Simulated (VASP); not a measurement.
# Ru (P6_3/mmc) in VASP: a series of runs

Ru is run at these levels: PBEsol; tasks: single point.

All numbers are computed with VASP 6.6.1; they aren't measurements. Logs are shortened: lines on timing, memory, paths and dates and some standing lists are left out, and cuts for length are marked.

### Step 1. The cell of the first run

It takes space group P6_3/mmc (No. 194, hexagonal). The conventional cell has a = 2.405 Å, b = 2.405 Å, c = 3.841 Å, α = 90.00°, β = 90.00°, γ = 120.00°. Within 3.1 Å of Ru (site symmetry -6m2) lie 12 Ru at 2.37 to 2.40 Å.

### Step 2. Single point, PBEsol

Contents of INCAR:

```
SYSTEM = Ru
PREC = Accurate
ENCUT = 520
EDIFF = 1E-6
ISMEAR = -1
SIGMA = 0.05
LREAL = .False.
LASPH = .True.
NELM = 100
ALGO = Normal
ISIF = 2
LWAVE = .False.
LCHARG = .False.
GGA = PS
NBANDS = 21
```

Contents of KPOINTS:

```
Automatic mesh
0
Gamma
  18 18 10
  0 0 0
```

Contents of POSCAR:

```
Ru
1.0
    2.4046915201      0.0000000000      0.0000000000
   -1.2023457600      2.0825239447      0.0000000000
    0.0000000000      0.0000000000      3.8410818079
Ru
2
Direct
    0.3333333333      0.6666666667      0.2500000000
    0.6666666667      0.3333333333      0.7500000000
```

Potentials or basis: VASP PAW PBE potentials, release 64 (Ru_pv).

On the command line:

```
$ cat potpaw_PBE.64/Ru_pv/POTCAR > POTCAR
$ mpirun -np 1 vasp_std > vasp.out
```

OUTCAR:

```text
SYSTEM = Ru
   PREC = Accurate
   ENCUT = 520
   EDIFF = 1E-6
   ISMEAR = -1
   LREAL = .False.
   LASPH = .True.
   NELM = 100
   ISIF = 2
   GGA = PS

 ion  position               nearest neighbor table
   1  0.333  0.667  0.250-   2 2.37   2 2.37   2 2.37   2 2.37   2 2.37   2 2.37
   2  0.667  0.333  0.750-   1 2.37   1 2.37   1 2.37   1 2.37   1 2.37   1 2.37

  LATTYP: Found a hexagonal cell.
 ALAT       =     2.4046915201
 C/A-ratio  =     1.5973282959

  Lattice vectors:

 A1 = (   2.4046915201,   0.0000000000,   0.0000000000)
 A2 = (  -1.2023457600,   2.0825239447,   0.0000000000)
 A3 = (   0.0000000000,   0.0000000000,   3.8410818079)

Analysis of symmetry for initial positions (statically):
=====================================================================
 Subroutine PRICEL returns:
 Original cell was already a primitive cell.

 Routine SETGRP: Setting up the symmetry group for a
 hexagonal supercell.

 Subroutine GETGRP returns: Found 24 space group operations
 (whereof 12 operations were pure point group operations)
 out of a pool of 24 trial point group operations.

The static configuration has the point symmetry D_3d.
 The point group associated with its full space group is D_6h.

Analysis of symmetry for dynamics (positions and initial velocities):
=====================================================================
 Subroutine PRICEL returns:
 Original cell was already a primitive cell.

 Routine SETGRP: Setting up the symmetry group for a
 hexagonal supercell.

 Subroutine GETGRP returns: Found 24 space group operations
 (whereof 12 operations were pure point group operations)
 out of a pool of 24 trial point group operations.

The dynamic configuration has the point symmetry D_3d.
 The point group associated with its full space group is D_6h.

 Subroutine INISYM returns: Found 24 space group operations
 (whereof 12 operations are pure point group operations),
 and found     1 'primitive' translations

----------------------------------------------------------------------------------------

                                     Primitive cell

  volume of cell :      19.2355

  direct lattice vectors                    reciprocal lattice vectors
     2.404691520  0.000000000  0.000000000     0.415853756  0.240093278  0.000000000
    -1.202345760  2.082523945  0.000000000     0.000000000  0.480186556  0.000000000
     0.000000000  0.000000000  3.841081808     0.000000000  0.000000000  0.260343323

  length of vectors
     2.404691520  2.404691520  3.841081808     0.480186556  0.480186556  0.260343323

  position of ions in fractional coordinates (direct lattice)
     0.333333333  0.666666667  0.250000000
     0.666666667  0.333333333  0.750000000

  ion indices of the primitive-cell ions
   primitive index   ion index
                 1           1
                 2           2

----------------------------------------------------------------------------------------

 KPOINTS: Automatic mesh

Automatic generation of k-mesh.
 Grid dimensions read from file:
 generate k-points for:   18   18   10

 Generating k-lattice:

  Cartesian coordinates                     Fractional coordinates (reciprocal lattice)
     0.023102986  0.013338515  0.000000000     0.055555556 -0.000000000  0.000000000
     0.000000000  0.026677031  0.000000000     0.000000000  0.055555556  0.000000000
     0.000000000  0.000000000  0.026034332     0.000000000  0.000000000  0.100000000

  Length of vectors
     0.026677031  0.026677031  0.026034332

  Shift w.r.t. Gamma in fractional coordinates (k-lattice)
     0.000000000  0.000000000  0.000000000

 Subroutine IBZKPT returns following result:
 ===========================================

 Found    222 irreducible k-points:

 Following reciprocal coordinates:
            Coordinates               Weight
  0.000000  0.000000  0.000000      1.000000
  0.055556 -0.000000  0.000000      6.000000
  0.111111 -0.000000  0.000000      6.000000
  0.166667 -0.000000  0.000000      6.000000
  0.222222 -0.000000  0.000000      6.000000
  0.277778 -0.000000  0.000000      6.000000
[... 16 lines left out ...]
  0.333333  0.111111  0.000000     12.000000
  0.388889  0.111111  0.000000     12.000000
 [... further k-points ...]
   k-points           NKPTS =    222   k-points in BZ     NKDIM =    222   number of bands    NBANDS=     21
   number of dos      NEDOS =    301   number of ions     NIONS =      2
   total plane-waves  NPLWV =   9720
   dimension x,y,z NGX =    18 NGY =   18 NGZ =   30
   dimension x,y,z NGXF=    36 NGYF=   36 NGZF=   60
   ions per type =               2
   NGX,Y,Z   is equivalent  to a cutoff of  12.44, 12.44, 12.98 a.u.
   NGXF,Y,Z  is equivalent  to a cutoff of  24.89, 24.89, 25.97 a.u.
 SYSTEM =  Ru
   PREC   = accura    normal or accurate (medium, high low for compatibility)
   ISTART =      0    job   : 0-new  1-cont  2-samecut
   ICHARG =      2    charge: 1-file 2-atom 10-const
   ISPIN  =      1    spin polarized calculation?
   LNONCOLLINEAR =      F non collinear calculations
   LSORBIT =      F    spin-orbit coupling
   LASPH  =      T    aspherical Exc in radial PAW
   ENCUT  =  520.0 eV  38.22 Ry    6.18 a.u.   4.47  4.47  7.14*2*pi/ulx,y,z
   NELM   =    100;   NELMIN=  2; NELMDL= -5     # of ELM steps
   EDIFF  = 0.1E-05   stopping-criterion for ELM
   LREAL  =      F    real-space projection
   EDIFFG = 0.1E-04   stopping-criterion for IOM
   NSW    =      0    number of steps for IOM
   IBRION =     -1    ionic relax: 0-MD 1-quasi-New 2-CG
   NFREE  =      0    steps in history (QN), initial steepest desc. (CG)
   ISIF   =      2    stress and relaxation
   ISYM   =      2    0-nonsym 1-usesym 2-fastsym
   POTIM  = 0.5000    time-step for ionic-motion
   TEBEG  =    0.0;   TEEND  =   0.0 temperature during run
   PSTRESS=    0.0 pullay stress
   NELECT =      28.0000    total number of electrons
   NUPDOWN=      -1.0000    fix difference up-down
   EMIN   =  10.00;   EMAX   =-10.00  energy-range for DOS
   EFERMI =   0.00;   METHOD = LEGACY
   ISMEAR =    -1;   SIGMA  =   0.05  broadening in eV -4-tet -1-fermi 0-gaus
   EFERMI_NEDOS =   21; number of points for ismear=-14 and -15
   IALGO  =     38    algorithm
   IMIX   =      4    mixing-type and parameters
     AMIX     =   0.40;   BMIX     =  1.00
     AMIX_MAG =   1.60;   BMIX_MAG =  1.00
  volume/ion in A,a.u.               =       9.62        64.90
  Fermi-wavevector in a.u.,A,eV,Ry     =   1.855353  3.506109 46.835803  3.442334
  Thomas-Fermi vector in A             =   2.904472
   LORBIT       =      0    0 simple, 1 ext, 2 COOP (PROOUT), +10 PAW based schemes
   GGA     = PS    functional components
   LHFCALC =     F    Hartree Fock is set to
   AEXX    =    0.0000 exact exchange contribution
   IVDW    =     0    specifies the selected vdW correction
   LEPSILON=     F    determine dielectric tensor
   LRPA    =     F    only Hartree local field effects (RPA)
 non-spin polarized calculation
  energy-cutoff  :      520.00
  volume of cell :       19.24
 maximum number of plane-waves:       539
 NGX is ok and might be reduce to    18
   NGX =  9   NGY =  9   NGZ = 15

 number of electron      28.0000005 magnetization

 Free energy of the ion-electron system (eV)
  ---------------------------------------------------
  ext. energy  EPLUGINS =         0.00000000
  ---------------------------------------------------
  free energy    TOTEN  =       -16.19446764 eV

  energy without entropy =      -16.18572620  energy(sigma->0) =      -16.19009692

 E-fermi :  20.1009     XC(G=0): -16.5176

 val. band max:       20.0864684363   @ k =   0.2222  -0.0000   0.4000
 cond. band min:      20.1140652208   @ k =   0.1111   0.0556   0.4000
 fundamental gap:      0.0275967845
 Fermi energy:        20.1008849297

 k-point     1 :       0.0000    0.0000    0.0000
  band No.  band energies     occupation
      1     -25.5620      2.00000
      2     -22.8035      2.00000
      3     -22.8035      2.00000
      4     -22.3543      2.00000
      5     -22.3543      2.00000
      6     -22.2650      2.00000
[... 13 lines left out ...]
     20      30.1619      0.00000
     21      34.4648      0.00000

 k-point     2 :       0.0556   -0.0000    0.0000
  band No.  band energies     occupation
      1     -25.5321      2.00000
      2     -22.8783      2.00000
      3     -22.8277      2.00000
      4     -22.4306      2.00000
      5     -22.3629      2.00000
      6     -22.2781      2.00000
[... 13 lines left out ...]
     20      30.1619      0.00000
     21      34.8477      0.00000

 k-point     3 :       0.1111   -0.0000    0.0000
  band No.  band energies     occupation
      1     -25.4438      2.00000
      2     -23.0924      2.00000
      3     -22.8957      2.00000
      4     -22.6464      2.00000
      5     -22.3893      2.00000
      6     -22.3178      2.00000
[... 13 lines left out ...]
     20      30.1619      0.00000
     21      35.0947      0.00000

 k-point     4 :       0.1667   -0.0000    0.0000
  band No.  band energies     occupation
      1     -25.3020      2.00000
      2     -23.4165      2.00000
      3     -22.9956      2.00000
      4     -22.9661      2.00000
      5     -22.4327      2.00000
      6     -22.3849      2.00000
[... 13 lines left out ...]
     20      30.1619      0.00000
     21      34.9874      0.00000

 k-point     5 :       0.2222   -0.0000    0.0000
  band No.  band energies     occupation
      1     -25.1146      2.00000
      2     -23.8076      2.00000
      3     -23.3421      2.00000
      4     -23.1129      2.00000
      5     -22.4894      2.00000
      6     -22.4800      2.00000
[... 13 lines left out ...]
     20      30.1617      0.00000
     21      34.6446      0.00000
[... 382 lines left out ...]
     20      32.6118      0.00000
     21      34.2372      0.00000

 k-point    22 :       0.2778    0.1111    0.0000
  band No.  band energies     occupation
      1     -24.5861      2.00000
      2     -24.5487      2.00000
      3     -24.1483      2.00000
      4     -23.4090      2.00000
      5     -22.7907      2.00000
      6     -22.7782      2.00000
[... 13 lines left out ...]
     20      33.9564      0.00000
     21      34.2955      0.00000

 k-point    23 :       0.3333    0.1111    0.0000
  band No.  band energies     occupation
      1     -24.8302      2.00000
      2     -24.3550      2.00000
      3     -24.3410      2.00000
      4     -23.5463      2.00000
      5     -22.9493      2.00000
      6     -22.8428      2.00000
[... 13 lines left out ...]
     20      33.0921      0.00000
     21      34.8014      0.00000

 k-point    24 :       0.3889    0.1111    0.0000
  band No.  band energies     occupation
      1     -25.0112      2.00000
      2     -24.4661      2.00000
      3     -24.1659      2.00000
      4     -23.6339      2.00000
      5     -23.0909      2.00000
      6     -22.8847      2.00000
[... 13 lines left out ...]
     20      31.2616      0.00000
     21      34.9563      0.00000

 [... further k-points ...]

------------------------ aborting loop because EDIFF is reached ----------------------------------------

  FORCE on cell =-STRESS in cart. coord.  units (eV):
  Direction    XX          YY          ZZ          XY          YZ          ZX
  --------------------------------------------------------------------------------------
  -------------------------------------------------------------------------------------
  Total       29.1955933     29.1955933     29.2218770      0.0000000      0.0000000      0.0000000
  in kB     2431.7837708   2431.7837708   2433.9730118      0.0000001      0.0000000      0.0000000
  external PRESSURE =    2432.5135178 kB  Pullay stress =       0.0000000 kB

 VOLUME and BASIS-vectors are now :
 -----------------------------------------------------------------------------
  energy-cutoff  :      520.00
  volume of cell :       19.24
      direct lattice vectors                 reciprocal lattice vectors
     2.404691520  0.000000000  0.000000000     0.415853756  0.240093278  0.000000000
    -1.202345760  2.082523945  0.000000000     0.000000000  0.480186556  0.000000000
     0.000000000  0.000000000  3.841081808     0.000000000  0.000000000  0.260343323

 POSITION                                       TOTAL-FORCE (eV/Angst)
 -----------------------------------------------------------------------------------
     -0.00000      1.38835      0.96027        -0.000000      0.000000      0.000000
      1.20235      0.69417      2.88081         0.000000     -0.000000      0.000000
 -----------------------------------------------------------------------------------
    total drift:                                0.000000     -0.000000      0.000000

  FREE ENERGIE OF THE ION-ELECTRON SYSTEM (eV)
  ---------------------------------------------------
  free  energy   TOTEN  =       -16.1944676365 eV

  energy  without entropy=      -16.1857261957  energy(sigma->0) =      -16.19009692
```

Wall time 87 s (1 thread of Intel Xeon 8259CL, shared host); peak memory 0.19 GiB.

What came out:

| Quantity | Value |
| --- | --- |
| Free energy | -16.1945 eV |
| Pressure | 243.3 GPa |
| Band gap on the k mesh | zero (bands 14 and 15 overlap by 5.39 eV) |

Stress tensor (GPa, compression positive):
```
243.18   0.00   0.00
  0.00 243.18   0.00
  0.00   0.00 243.40
```

Levels at points of the mesh, in eV from the Fermi level:
```csv
k point,band 11,band 12,band 13,band 14,band 15,band 16,band 17,band 18
"(0.00, 0.00, 0.00)",-4.21,-3.24,-3.24,-2.23,-2.23,1.89,1.89,2.10
"(0.50, 0.00, 0.00)",-3.23,-2.37,-2.10,2.63,3.33,3.34,6.67,9.38
"(0.00, 0.00, 0.50)",-4.60,-4.60,-3.74,-3.74,0.97,0.97,0.97,0.97
"(0.50, 0.00, 0.50)",-1.77,-1.77,0.92,0.92,3.04,3.04,5.38,5.38
```

Caveat: the cell stands under pressure; the PAW data sets were made with another functional, which shifts forces and pressure a little.

### Step 3. Single point, PBEsol

Contents of INCAR:

```
PREC = Accurate
ENCUT = 520
EDIFF = 1E-6
ISMEAR = -1
SIGMA = 0.05
LREAL = False
LASPH = True
NELM = 100
ALGO = Normal
ISIF = 2
LWAVE = False
LCHARG = False
GGA = PS
NBANDS = 21
```

Contents of KPOINTS:

```
Automatic mesh
0
Gamma
  18 18 10
```

Contents of POSCAR:

```
Ru
1.0
    2.4048945947      0.0000000000      0.0000000000
   -1.2024472973      2.0826998124      0.0000000000
    0.0000000000      0.0000000000      3.8410425313
Ru
2
Direct
    0.3333333333      0.6666666667      0.2500000000
    0.6666666667      0.3333333333      0.7500000000
```

Potentials or basis: VASP PAW PBE potentials, release 64 (Ru_pv).

On the command line:

```
$ cat potpaw_PBE.64/Ru_pv/POTCAR > POTCAR
$ mpirun -np 1 vasp_std > vasp.out
```

It took 82 s on 1 thread of Intel Xeon 8259CL, shared host; peak memory 0.19 GiB.

It converged, with:

```yaml
Free_energy: -16.1991 eV
Pressure: 243.0 GPa
Band_gap_on_the_k_mesh: zero (bands 14 and 15 overlap by 5.39 eV)
```

Stress tensor (GPa, compression positive):
```
242.93   0.00   0.00
  0.00 242.93   0.00
  0.00   0.00 243.28
```

Levels at points of the mesh, in eV from the Fermi level:
| k point | band 12 | band 13 | band 14 | band 15 | band 16 | band 17 |
| --- | --- | --- | --- | --- | --- | --- |
| (0.00, 0.00, 0.00) | -3.24 | -3.24 | -2.23 | -2.23 | 1.89 | 1.89 |
| (0.50, 0.00, 0.00) | -2.36 | -2.10 | 2.62 | 3.33 | 3.33 | 6.66 |
| (0.00, 0.00, 0.50) | -4.60 | -3.74 | -3.74 | 0.97 | 0.97 | 0.97 |
| (0.50, 0.00, 0.50) | -1.77 | 0.92 | 0.92 | 3.04 | 3.04 | 5.38 |

Caveat: the cell stands under pressure; the PAW data sets were made with another functional, which shifts forces and pressure a little.
